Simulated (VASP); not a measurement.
# SiC (F-43m) in VASP: a series of runs

SiC is run at these levels: r2SCAN; tasks: single point.

Everything below comes from runs of VASP 6.6.1. Logs are shortened: lines on timing, memory, paths and dates and some standing lists are left out, and cuts for length are marked.

**What was measured.**

From “Insight into the structural, elastic and electronic properties of a new orthorhombic 6O-SiC polytype”, 2020, pmc:7200658, for a bulk crystal of SiC: band gap 2.4 eV (indirect).

How close the calculation comes is told below.

**1. The cell of the first run**

It takes space group F-43m (No. 216, cubic). Conventional cell: a = 4.348 Å, b = 4.348 Å, c = 4.348 Å, α = 90.00°, β = 90.00°, γ = 90.00°. Within 2.5 Å of Si (site symmetry -43m) lie 4 C at 1.88 Å. Within 2.5 Å of C (site symmetry -43m) lie 4 Si at 1.88 Å.

**2. Single point, r2SCAN**

File POSCAR:

```
SiC
1.0
    0.0000000000      2.1740000000      2.1740000000
    2.1740000000      0.0000000000      2.1740000000
    2.1740000000      2.1740000000      0.0000000000
Si C
1 1
Direct
    0.0000000000      0.0000000000      0.0000000000
    0.7500000000      0.7500000000      0.7500000000
```

File INCAR.step1:

```
PREC     = Accurate       # precision mode
ENCUT    = 660            # plane-wave cutoff, eV
ISMEAR   = 0              # smearing method
SIGMA    = 0.1            # smearing width, eV
LREAL    = F              # projectors in reciprocal space
LASPH    = T              # aspherical terms in the spheres
NELM     = 120            # most SCF steps
NBANDS   = 11             # bands
GGA      = PE             # functional
ALGO     = Normal         # electronic algorithm
EDIFF    = 1E-5           # SCF threshold, eV
LWAVE    = T              # write WAVECAR
LCHARG   = F              # write CHGCAR
GGA_COMPAT= F
```

File INCAR.step2:

```
PREC     = Accurate       # precision mode
ENCUT    = 660            # plane-wave cutoff, eV
EDIFF    = 1E-6           # SCF threshold, eV
ISMEAR   = 0              # smearing method
SIGMA    = 0.1            # smearing width, eV
LREAL    = F              # projectors in reciprocal space
LASPH    = T              # aspherical terms in the spheres
NELM     = 120            # most SCF steps
ALGO     = Normal         # electronic algorithm
ISIF     = 2              # what is computed and relaxed
LWAVE    = F              # write WAVECAR
LCHARG   = F              # write CHGCAR
METAGGA  = R2SCAN         # meta-GGA
LMIXTAU  = T            
NBANDS   = 11             # bands
ISTART   = 1            
GGA_COMPAT= F
```

File KPOINTS:

```
regular mesh
0
Gamma
  8 8 8
```

Potentials or basis: VASP PAW PBE potentials, release 64 (Si, C).

Run with:

```console
> cat potpaw_PBE.64/Si/POTCAR potpaw_PBE.64/C/POTCAR > POTCAR
> cp INCAR.step1 INCAR
> mpirun -np 1 vasp_std > vasp.out
> cp INCAR.step2 INCAR
> mpirun -np 1 vasp_std > vasp.out
```

OUTCAR:

```text
PREC = Accurate
   ENCUT = 660
   EDIFF = 1E-6
   ISMEAR = 0
   LREAL = F
   LASPH = T
   NELM = 120
   ISIF = 2
   METAGGA = R2SCAN
   ISTART = 1

 ion  position               nearest neighbor table
   1  0.000  0.000  0.000-   2 1.88   2 1.88   2 1.88   2 1.88
   2  0.750  0.750  0.750-   1 1.88   1 1.88   1 1.88   1 1.88

  LATTYP: Found a face centered cubic cell.
 ALAT       =     4.3480000000

  Lattice vectors:

 A1 = (   0.0000000000,   2.1740000000,   2.1740000000)
 A2 = (   2.1740000000,   0.0000000000,   2.1740000000)
 A3 = (   2.1740000000,   2.1740000000,   0.0000000000)

Analysis of symmetry for initial positions (statically):
=====================================================================
 Subroutine PRICEL returns:
 Original cell was already a primitive cell.

 Routine SETGRP: Setting up the symmetry group for a
 face centered cubic supercell.

 Subroutine GETGRP returns: Found 24 space group operations
 (whereof 24 operations were pure point group operations)
 out of a pool of 48 trial point group operations.

The static configuration has the point symmetry T_d .

Analysis of symmetry for dynamics (positions and initial velocities):
=====================================================================
 Subroutine PRICEL returns:
 Original cell was already a primitive cell.

 Routine SETGRP: Setting up the symmetry group for a
 face centered cubic supercell.

 Subroutine GETGRP returns: Found 24 space group operations
 (whereof 24 operations were pure point group operations)
 out of a pool of 48 trial point group operations.

The dynamic configuration has the point symmetry T_d .

 Subroutine INISYM returns: Found 24 space group operations
 (whereof 24 operations are pure point group operations),
 and found     1 'primitive' translations

----------------------------------------------------------------------------------------

                                     Primitive cell

  volume of cell :      20.5498

  direct lattice vectors                    reciprocal lattice vectors
     0.000000000  2.174000000  2.174000000    -0.229990800  0.229990800  0.229990800
     2.174000000  0.000000000  2.174000000     0.229990800 -0.229990800  0.229990800
     2.174000000  2.174000000  0.000000000     0.229990800  0.229990800 -0.229990800

  length of vectors
     3.074500285  3.074500285  3.074500285     0.398355752  0.398355752  0.398355752

  position of ions in fractional coordinates (direct lattice)
     0.000000000  0.000000000  0.000000000
     0.750000000  0.750000000  0.750000000

  ion indices of the primitive-cell ions
   primitive index   ion index
                 1           1
                 2           2

----------------------------------------------------------------------------------------

 KPOINTS: regular mesh

Automatic generation of k-mesh.
 Grid dimensions read from file:
 generate k-points for:    8    8    8

 Generating k-lattice:

  Cartesian coordinates                     Fractional coordinates (reciprocal lattice)
    -0.028748850  0.028748850  0.028748850     0.125000000  0.000000000  0.000000000
     0.028748850 -0.028748850  0.028748850     0.000000000  0.125000000  0.000000000
     0.028748850  0.028748850 -0.028748850     0.000000000  0.000000000  0.125000000

  Length of vectors
     0.049794469  0.049794469  0.049794469

  Shift w.r.t. Gamma in fractional coordinates (k-lattice)
     0.000000000  0.000000000  0.000000000

 Subroutine IBZKPT returns following result:
 ===========================================

 Found     29 irreducible k-points:

 Following reciprocal coordinates:
            Coordinates               Weight
  0.000000  0.000000  0.000000      1.000000
  0.125000  0.000000  0.000000      8.000000
  0.250000  0.000000  0.000000      8.000000
  0.375000  0.000000  0.000000      8.000000
  0.500000  0.000000  0.000000      4.000000
  0.125000  0.125000  0.000000      6.000000
[... 16 lines left out ...]
  0.500000  0.250000  0.125000     48.000000
 -0.375000  0.250000  0.125000     24.000000
 [... further k-points ...]
   k-points           NKPTS =     29   k-points in BZ     NKDIM =     29   number of bands    NBANDS=     11
   number of dos      NEDOS =    301   number of ions     NIONS =      2
   total plane-waves  NPLWV =  21952
   dimension x,y,z NGX =    28 NGY =   28 NGZ =   28
   dimension x,y,z NGXF=    56 NGYF=   56 NGZF=   56
   ions per type =               1   1
   NGX,Y,Z   is equivalent  to a cutoff of  15.14, 15.14, 15.14 a.u.
   NGXF,Y,Z  is equivalent  to a cutoff of  30.28, 30.28, 30.28 a.u.
 SYSTEM =  unknown system
   PREC   = accura    normal or accurate (medium, high low for compatibility)
   ISTART =      1    job   : 0-new  1-cont  2-samecut
   ICHARG =      0    charge: 1-file 2-atom 10-const
   ISPIN  =      1    spin polarized calculation?
   LNONCOLLINEAR =      F non collinear calculations
   LSORBIT =      F    spin-orbit coupling
[... 63 lines left out ...]
      3       8.0586      2.00000
      4       8.0586      2.00000
      5      14.9798      0.00000
      6      15.9606      0.00000
      7      15.9606      0.00000
      8      15.9606      0.00000
      9      23.3109      0.00000
     10      23.3109      0.00000
     11      25.9358      0.00000

 k-point     2 :       0.1250    0.0000    0.0000
  band No.  band energies     occupation
      1      -7.8579      2.00000
      2       6.5127      2.00000
      3       7.8478      2.00000
      4       7.8478      2.00000
      5      15.1859      0.00000
      6      16.3358      0.00000
      7      16.3358      0.00000
      8      16.6090      0.00000
      9      22.0914      0.00000
     10      22.0914      0.00000
     11      25.2621      0.00000

 k-point     3 :       0.2500    0.0000    0.0000
  band No.  band energies     occupation
      1      -6.9326      2.00000
      2       3.5770      2.00000
      3       7.4219      2.00000
      4       7.4219      2.00000
      5      14.6839      0.00000
      6      16.5890      0.00000
      7      16.5890      0.00000
      8      18.2943      0.00000
      9      21.9603      0.00000
     10      21.9603      0.00000
     11      24.3076      0.00000

 k-point     4 :       0.3750    0.0000    0.0000
  band No.  band energies     occupation
      1      -5.5394      2.00000
      2       0.7306      2.00000
      3       7.0763      2.00000
      4       7.0763      2.00000
      5      14.2636      0.00000
      6      16.1150      0.00000
      7      16.1150      0.00000
      8      19.0216      0.00000
      9      24.1322      0.00000
     10      24.1322      0.00000
     11      24.7976      0.00000

 k-point     5 :       0.5000    0.0000    0.0000
  band No.  band energies     occupation
      1      -4.5250      2.00000
      2      -0.7973      2.00000
      3       6.9502      2.00000
      4       6.9502      2.00000
      5      14.1184      0.00000
      6      15.8410      0.00000
      7      15.8410      0.00000
      8      19.0538      0.00000
      9      25.5605      0.00000
     10      26.5006      0.00000
     11      26.5006      0.00000
[... 211 lines left out ...]
 k-point    21 :       0.5000    0.5000    0.0000
  band No.  band energies     occupation
      1      -3.0547      2.00000
      2      -0.0133      2.00000
      3       4.7116      2.00000
      4       4.7116      2.00000
      5       9.7801      0.00000
      6      12.9085      0.00000
      7      23.2740      0.00000
      8      23.2740      0.00000
      9      24.1486      0.00000
     10      29.4273      0.00000
     11      31.4282      0.00000

 k-point    22 :       0.3750    0.2500    0.1250
  band No.  band energies     occupation
      1      -6.1301      2.00000
      2       3.3600      2.00000
      3       5.0894      2.00000
      4       6.7277      2.00000
      5      13.9858      0.00000
      6      16.3648      0.00000
      7      17.2171      0.00000
      8      18.9402      0.00000
      9      21.1983      0.00000
     10      25.1046      0.00000
     11      28.6645      0.00000

 k-point    23 :       0.5000    0.2500    0.1250
  band No.  band energies     occupation
      1      -4.7976      2.00000
      2       1.2660      2.00000
      3       4.3181      2.00000
      4       6.0548      2.00000
      5      13.9157      0.00000
      6      16.3096      0.00000
      7      18.0254      0.00000
      8      19.3339      0.00000
      9      22.4634      0.00000
     10      25.6873      0.00000
     11      28.6560      0.00000

 k-point    24 :      -0.3750    0.2500    0.1250
  band No.  band energies     occupation
      1      -3.8613      2.00000
      2      -0.0558      2.00000
      3       4.1990      2.00000
      4       5.7044      2.00000
      5      13.8548      0.00000
      6      15.9716      0.00000
      7      19.0213      0.00000
      8      19.9772      0.00000
      9      22.4712      0.00000
     10      25.3809      0.00000
     11      28.6886      0.00000

 [... further k-points ...]

------------------------ aborting loop because EDIFF is reached ----------------------------------------

  FORCE on cell =-STRESS in cart. coord.  units (eV):
  Direction    XX          YY          ZZ          XY          YZ          ZX
  --------------------------------------------------------------------------------------
  -------------------------------------------------------------------------------------
  Total        0.1188487      0.1188487      0.1188487      0.0000000      0.0000000      0.0000000
  in kB        9.2660906      9.2660906      9.2660906      0.0000000      0.0000000      0.0000000
  external PRESSURE =       9.2660906 kB  Pullay stress =       0.0000000 kB

 VOLUME and BASIS-vectors are now :
 -----------------------------------------------------------------------------
  energy-cutoff  :      660.00
  volume of cell :       20.55
      direct lattice vectors                 reciprocal lattice vectors
     0.000000000  2.174000000  2.174000000    -0.229990800  0.229990800  0.229990800
     2.174000000  0.000000000  2.174000000     0.229990800 -0.229990800  0.229990800
     2.174000000  2.174000000  0.000000000     0.229990800  0.229990800 -0.229990800

 POSITION                                       TOTAL-FORCE (eV/Angst)
 -----------------------------------------------------------------------------------
      0.00000      0.00000      0.00000        -0.000000     -0.000000     -0.000000
      3.26100      3.26100      3.26100         0.000000      0.000000      0.000000
 -----------------------------------------------------------------------------------
    total drift:                                0.000000      0.000000      0.000000

  FREE ENERGIE OF THE ION-ELECTRON SYSTEM (eV)
  ---------------------------------------------------
  free  energy   TOTEN  =       -19.3302654480 eV

  energy  without entropy=      -19.3302654479  energy(sigma->0) =      -19.33026545
```

Wall time 36 s (1 thread of Intel Xeon Platinum 8259CL at 2.50GHz (Skylake/Cascade Lake), shared host); peak memory 0.15 GiB.

Results:

- Free energy: -19.3303 eV
- Pressure: 0.9 GPa
- Band gap on the k mesh: 1.72 eV (least direct gap 5.07 eV)

Caveat: the PAW data sets were made with another functional, which shifts forces and pressure a little.

**3. Single point, r2SCAN**

This run uses another cell than the first one, of 10.33 Å³/atom.

File POSCAR:

```
SiC
1.0
    0.0000000000      2.1781449840      2.1781449840
    2.1781449840      0.0000000000      2.1781449840
    2.1781449840      2.1781449840      0.0000000000
Si C
1 1
Direct
    0.0000000000      0.0000000000      0.0000000000
    0.7500000000      0.7500000000      0.7500000000
```

File INCAR.step1:

```
SYSTEM = SiC
ALGO     = Normal         ! electronic algorithm
EDIFF    = 1E-5           ! SCF threshold, eV
ENCUT    = 660            ! plane-wave cutoff, eV
GGA      = PE             ! functional
GGA_COMPAT= .False.      
ISMEAR   = -5             ! smearing method
LASPH    = .True.         ! aspherical terms in the spheres
LCHARG   = .False.        ! write CHGCAR
LREAL    = .False.        ! projectors in reciprocal space
LWAVE    = .True.         ! write WAVECAR
NBANDS   = 11             ! bands
NELM     = 120            ! most SCF steps
PREC     = Accurate       ! precision mode
SIGMA    = 0.02           ! smearing width, eV
```

File INCAR.step2:

```
SYSTEM = SiC
ALGO     = Normal         ! electronic algorithm
EDIFF    = 1E-6           ! SCF threshold, eV
ENCUT    = 660            ! plane-wave cutoff, eV
GGA_COMPAT= .False.      
ISIF     = 2              ! what is computed and relaxed
ISMEAR   = -5             ! smearing method
ISTART   = 1            
LASPH    = .True.         ! aspherical terms in the spheres
LCHARG   = .False.        ! write CHGCAR
LMIXTAU  = .True.       
LREAL    = .False.        ! projectors in reciprocal space
LWAVE    = .False.        ! write WAVECAR
METAGGA  = R2SCAN         ! meta-GGA
NBANDS   = 11             ! bands
NELM     = 120            ! most SCF steps
PREC     = Accurate       ! precision mode
SIGMA    = 0.02           ! smearing width, eV
```

File KPOINTS:

```
k-points
0
Gamma
  12 12 12
  0 0 0
```

Potentials or basis: VASP PAW PBE potentials, release 64 (Si, C).

Run with:

```console
> cat potpaw_PBE.64/Si/POTCAR potpaw_PBE.64/C/POTCAR > POTCAR
> cp INCAR.step1 INCAR
> mpirun -np 1 vasp_std > vasp.out
> cp INCAR.step2 INCAR
> mpirun -np 1 vasp_std > vasp.out
```

Wall time 74 s (1 thread of Intel Xeon Platinum 8259CL at 2.50GHz (Skylake/Cascade Lake), shared host); peak memory 0.17 GiB.

The run converged. Its results:

```yaml
Free_energy: -19.3316 eV
Pressure: -0.4 GPa
Band_gap_on_the_k_mesh: 1.73 eV (least direct gap 5.06 eV)
```

Levels at points of the mesh, in eV from the valence-band top:
```
           k point  band 2  band 3  band 4  band 5  band 6  band 7
(0.00, 0.00, 0.00)    0.00    0.00    0.00    6.85    7.86    7.86
(0.50, 0.00, 0.00)   -8.82   -1.11   -1.11    6.01    7.76    7.76
(0.50, 0.50, 0.00)   -8.05   -3.34   -3.34    1.73    4.83   15.14
```

Caveat: the PAW data sets were made with another functional, which shifts forces and pressure a little.

**4. Single point, r2SCAN**

This run uses another cell than the first one: it holds 16 atoms, not 2.

File POSCAR:

```
SiC
1.0
    4.3562899735      0.0000000000     -4.3562899735
    0.0000000000      4.3562899735     -4.3562899735
    4.3562899735      4.3562899735      0.0000000000
Si C
8 8
Direct
    0.5000000000      0.0000000000      0.0000000000
    0.5000000000      0.0000000000      0.5000000000
    0.5000000000      0.5000000000      0.0000000000
    0.5000000000      0.5000000000      0.5000000000
    1.0000000000      0.0000000000      0.0000000000
    1.0000000000      0.0000000000      0.5000000000
    1.0000000000      0.5000000000      0.0000000000
    1.0000000000      0.5000000000      0.5000000000
    0.1250000000      0.1250000000      0.1250000000
    0.1250000000      0.1250000000      0.6250000000
    0.1250000000      0.6250000000      0.1250000000
    0.1250000000      0.6250000000      0.6250000000
    0.6250000000      0.1250000000      0.1250000000
    0.6250000000      0.1250000000      0.6250000000
    0.6250000000      0.6250000000      0.1250000000
    0.6250000000      0.6250000000      0.6250000000
```

File INCAR.step1:

```
ALGO = Normal
EDIFF = 1E-4
ENCUT = 520
GGA = PE
ISMEAR = 0
LASPH = True
LCHARG = False
LREAL = Auto
LWAVE = True
NBANDS = 46
NELM = 100
PREC = Accurate
SIGMA = 0.05
```

File INCAR.step2:

```
ALGO = Normal
EDIFF = 1E-7
ENCUT = 520
ISIF = 2
ISMEAR = 0
ISTART = 1
LASPH = True
LCHARG = False
LMIXTAU = True
LREAL = Auto
LWAVE = False
METAGGA = R2SCAN
NBANDS = 46
NELM = 100
PREC = Accurate
SIGMA = 0.05
```

File KPOINTS:

```
k-points
0
Gamma
  4 4 4
```

Run with:

```console
> cat potpaw_PBE.64/Si/POTCAR potpaw_PBE.64/C/POTCAR > POTCAR
> cp INCAR.step1 INCAR
> mpirun -np 1 vasp_std > vasp.out
> cp INCAR.step2 INCAR
> mpirun -np 1 vasp_std > vasp.out
```

Wall time 16 min (1 thread of AMD EPYC 7R43 (Zen 3), shared host); peak memory 0.31 GiB.

The run converged. Its results:

```
Free energy            : -154.6120 eV
Pressure               : -0.3 GPa
Band gap on the k mesh : 1.72 eV
```

Levels at points of the mesh, in eV from the valence-band top:
```csv
k point,band 30,band 31,band 32,band 33,band 34,band 35
"(0.00, 0.00, 0.00)",0.00,0.00,0.00,1.72,1.72,1.72
"(0.50, 0.00, 0.00)",-0.64,-0.64,-0.64,4.19,4.19,4.19
"(0.50, 0.50, 0.00)",-1.24,-1.24,-1.24,4.54,4.54,5.73
```

Caveat: the PAW data sets were made with another functional, which shifts forces and pressure a little.

**5. Overview**

```tsv
cell	k mesh	cutoff (eV)	smearing	gap on the mesh (eV)	pressure (GPa)
a = 3.075 Å, angles 60.0°, 2 atoms, atomic positions A	8 × 8 × 8	660	gaussian 0.1 eV	1.72	0.9
a = 3.080 Å, angles 60.0°, 2 atoms, atomic positions A	12 × 12 × 12	660	tetrahedron	1.73	-0.4
a = 6.161 Å, angles 60.0°, 16 atoms, atomic positions B	4 × 4 × 4	520	gaussian 0.05 eV	1.72	-0.3
```

Alike in all rows: task single point; level r2SCAN; potentials or basis VASP PAW PBE potentials, release 64 (Si, C); no spin polarisation.

Caveats: the PAW data sets were made with another functional, which shifts forces and pressure a little.

Total energies depend on the potentials used, so only differences within one code and one set of settings carry meaning.

**6. How close it comes**

Step 2. A measured gap of SiC is 2.4 eV (indirect; quoted in “Insight into the structural, elastic and electronic properties of a new orthorhombic 6O-SiC polytype”, 2020, pmc:7200658); the calculated 1.72 eV misses it by -0.68 eV. The value is that of r2SCAN on a finite k mesh, which can miss the band edges, without temperature or zero-point motion.

Step 3. A measured gap of SiC is 2.4 eV (indirect; quoted in “Insight into the structural, elastic and electronic properties of a new orthorhombic 6O-SiC polytype”, 2020, pmc:7200658); the calculated 1.73 eV misses it by -0.67 eV. The value is that of r2SCAN on a finite k mesh, which can miss the band edges, without temperature or zero-point motion.
